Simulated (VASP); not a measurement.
# RbCl (Fm-3m) in VASP: single point with PBE

Aim: the single point of RbCl with PBE.

Everything below comes from runs of VASP 6.6.1. Logs are shortened: lines on timing, memory, paths and dates and some standing lists are left out, and cuts for length are marked.

### 1 The cell of the first run

It takes space group Fm-3m (No. 225, cubic). Conventional cell: a = 6.750 Å, b = 6.750 Å, c = 6.750 Å, α = 90.00°, β = 90.00°, γ = 90.00°. Within 4.4 Å of Rb (site symmetry m-3m) lie 6 Cl at 3.37 Å. Within 4.4 Å of Cl (site symmetry m-3m) lie 6 Rb at 3.37 Å.

### 2 Single point, PBE (strained)

The input, INCAR:

```
SYSTEM = RbCl
ALGO = Normal
EDIFF = 1E-6
ENCUT = 500
GGA = PE
GGA_COMPAT = .False.
ISIF = 2
ISMEAR = 0
LASPH = .True.
LCHARG = .False.
LREAL = .False.
LWAVE = .False.
NBANDS = 15
NELM = 120
PREC = Accurate
SIGMA = 0.02
```

The input, KPOINTS:

```
k-points
0
Gamma
  6 6 6
  0 0 0
```

The input, POSCAR:

```
RbCl
1.0
    0.0000000000      3.3749046800      3.3749046800
    3.3749046800      0.0000000000      3.3749046800
    3.3749046800      3.3749046800      0.0000000000
Rb Cl
1 1
Direct
    0.0000000000      0.0000000000      0.0000000000
    0.5000000000      0.5000000000      0.5000000000
```

Potentials or basis: VASP PAW PBE potentials, release 64 (Rb_sv, Cl).

Command:

```
$ cat potpaw_PBE.64/Rb_sv/POTCAR potpaw_PBE.64/Cl/POTCAR > POTCAR
$ mpirun -np 1 vasp_std > vasp.out
```

OUTCAR:

```text
SYSTEM = RbCl
   EDIFF = 1E-6
   ENCUT = 500
   GGA = PE
   ISIF = 2
   ISMEAR = 0
   LASPH = .True.
   LREAL = .False.
   NELM = 120
   PREC = Accurate

 ion  position               nearest neighbor table
   1  0.000  0.000  0.000-   2 3.37   2 3.37   2 3.37   2 3.37   2 3.37   2 3.37
   2  0.500  0.500  0.500-   1 3.37   1 3.37   1 3.37   1 3.37   1 3.37   1 3.37

  LATTYP: Found a face centered cubic cell.
 ALAT       =     6.7498093600

  Lattice vectors:

 A1 = (   0.0000000000,   3.3749046800,   3.3749046800)
 A2 = (   3.3749046800,   0.0000000000,   3.3749046800)
 A3 = (   3.3749046800,   3.3749046800,   0.0000000000)

Analysis of symmetry for initial positions (statically):
=====================================================================
 Subroutine PRICEL returns:
 Original cell was already a primitive cell.

 Routine SETGRP: Setting up the symmetry group for a
 face centered cubic supercell.

 Subroutine GETGRP returns: Found 48 space group operations
 (whereof 48 operations were pure point group operations)
 out of a pool of 48 trial point group operations.

The static configuration has the point symmetry O_h .

Analysis of symmetry for dynamics (positions and initial velocities):
=====================================================================
 Subroutine PRICEL returns:
 Original cell was already a primitive cell.

 Routine SETGRP: Setting up the symmetry group for a
 face centered cubic supercell.

 Subroutine GETGRP returns: Found 48 space group operations
 (whereof 48 operations were pure point group operations)
 out of a pool of 48 trial point group operations.

The dynamic configuration has the point symmetry O_h .

 Subroutine INISYM returns: Found 48 space group operations
 (whereof 48 operations are pure point group operations),
 and found     1 'primitive' translations

----------------------------------------------------------------------------------------

                                     Primitive cell

  volume of cell :      76.8802

  direct lattice vectors                    reciprocal lattice vectors
     0.000000000  3.374904680  3.374904680    -0.148152332  0.148152332  0.148152332
     3.374904680  0.000000000  3.374904680     0.148152332 -0.148152332  0.148152332
     3.374904680  3.374904680  0.000000000     0.148152332  0.148152332 -0.148152332

  length of vectors
[... 73 lines left out ...]
   EDIFF  = 0.1E-05   stopping-criterion for ELM
   LREAL  =      F    real-space projection
[... 7 lines left out ...]
   TEBEG  =    0.0;   TEEND  =   0.0 temperature during run
   PSTRESS=    0.0 pullay stress
   NELECT =      16.0000    total number of electrons
   NUPDOWN=      -1.0000    fix difference up-down
   EMIN   =  10.00;   EMAX   =-10.00  energy-range for DOS
   EFERMI =   0.00;   METHOD = LEGACY
   ISMEAR =     0;   SIGMA  =   0.02  broadening in eV -4-tet -1-fermi 0-gaus
   EFERMI_NEDOS =   21; number of points for ismear=-14 and -15
   IALGO  =     38    algorithm
   IMIX   =      4    mixing-type and parameters
     AMIX     =   0.40;   BMIX     =  1.00
     AMIX_MAG =   1.60;   BMIX_MAG =  1.00
  volume/ion in A,a.u.               =      38.44       259.41
  Fermi-wavevector in a.u.,A,eV,Ry     =   0.970160  1.833336 12.805942  0.941210
  Thomas-Fermi vector in A             =   2.100272
   LORBIT       =      0    0 simple, 1 ext, 2 COOP (PROOUT), +10 PAW based schemes
   GGA     = PE    functional components
   LHFCALC =     F    Hartree Fock is set to
   AEXX    =    0.0000 exact exchange contribution
   IVDW    =     0    specifies the selected vdW correction
   LEPSILON=     F    determine dielectric tensor
   LRPA    =     F    only Hartree local field effects (RPA)
 non-spin polarized calculation
 Gauss-broadening in eV      SIGMA  =   0.02
  energy-cutoff  :      500.00
  volume of cell :       76.88
 maximum number of plane-waves:      1980
   NGX = 17   NGY = 17   NGZ = 17

 number of electron      15.9999998 magnetization

 Free energy of the ion-electron system (eV)
  ---------------------------------------------------
  ext. energy  EPLUGINS =         0.00000000
  ---------------------------------------------------
  free energy    TOTEN  =        -6.67448713 eV

  energy without entropy =       -6.67448713  energy(sigma->0) =       -6.67448713

 E-fermi :  -2.0110     XC(G=0):  -7.0519

 val. band max:       -2.1446775344   @ k =   0.0000   0.0000   0.0000
 cond. band min:       2.6191196605   @ k =   0.0000   0.0000   0.0000
 fundamental gap:      4.7637971950
 Fermi energy:        -2.0110409010

 k-point     1 :       0.0000    0.0000    0.0000
  band No.  band energies     occupation
      1     -26.2545      2.00000
      2     -14.0796      2.00000
      3     -10.3033      2.00000
      4     -10.3033      2.00000
      5     -10.3033      2.00000
      6      -2.1447      2.00000
      7      -2.1447      2.00000
      8      -2.1447      2.00000
      9       2.6191      0.00000
     10       5.7875      0.00000
     11       5.7875      0.00000
     12       5.7875      0.00000
     13       6.7233      0.00000
     14       6.7233      0.00000
[... 257 lines left out ...]
      2     -14.0562      2.00000
      3     -10.4661      2.00000
      4     -10.4080      2.00000
      5     -10.3187      2.00000
      6      -2.4558      2.00000
      7      -2.4289      2.00000
      8      -2.3220      2.00000
      9       4.7262      0.00000
     10       6.1855      0.00000
     11       6.2912      0.00000
     12       7.3529      0.00000
     13       8.4131      0.00000
     14       9.2481      0.00000
     15       9.6603      0.00000

------------------------ aborting loop because EDIFF is reached ----------------------------------------

  FORCE on cell =-STRESS in cart. coord.  units (eV):
  Direction    XX          YY          ZZ          XY          YZ          ZX
  --------------------------------------------------------------------------------------
  -------------------------------------------------------------------------------------
  Total       -0.1506182     -0.1506182     -0.1506182     -0.0000000      0.0000000     -0.0000000
  in kB       -3.1388723     -3.1388723     -3.1388723     -0.0000000      0.0000000     -0.0000000
  external PRESSURE =      -3.1388723 kB  Pullay stress =       0.0000000 kB

 VOLUME and BASIS-vectors are now :
 -----------------------------------------------------------------------------
  energy-cutoff  :      500.00
  volume of cell :       76.88
      direct lattice vectors                 reciprocal lattice vectors
     0.000000000  3.374904680  3.374904680    -0.148152332  0.148152332  0.148152332
     3.374904680  0.000000000  3.374904680     0.148152332 -0.148152332  0.148152332
     3.374904680  3.374904680  0.000000000     0.148152332  0.148152332 -0.148152332

 POSITION                                       TOTAL-FORCE (eV/Angst)
 -----------------------------------------------------------------------------------
      0.00000      0.00000      0.00000         0.000000     -0.000000      0.000000
      3.37490      3.37490      3.37490        -0.000000      0.000000     -0.000000
 -----------------------------------------------------------------------------------
    total drift:                                0.000000      0.000000      0.000000

  FREE ENERGIE OF THE ION-ELECTRON SYSTEM (eV)
  ---------------------------------------------------
  free  energy   TOTEN  =        -6.6744871306 eV

  energy  without entropy=       -6.6744871306  energy(sigma->0) =       -6.67448713
```

Wall time 12 s (1 thread of Intel Xeon Platinum 8559C (Emerald Rapids), shared host); peak memory 0.2 GiB.

What came out:

```
Free energy            : -6.6745 eV
Pressure               : -0.3 GPa
Band gap on the k mesh : 4.76 eV, direct
```

Caveat: the cell differs from its parent crystal (strained).
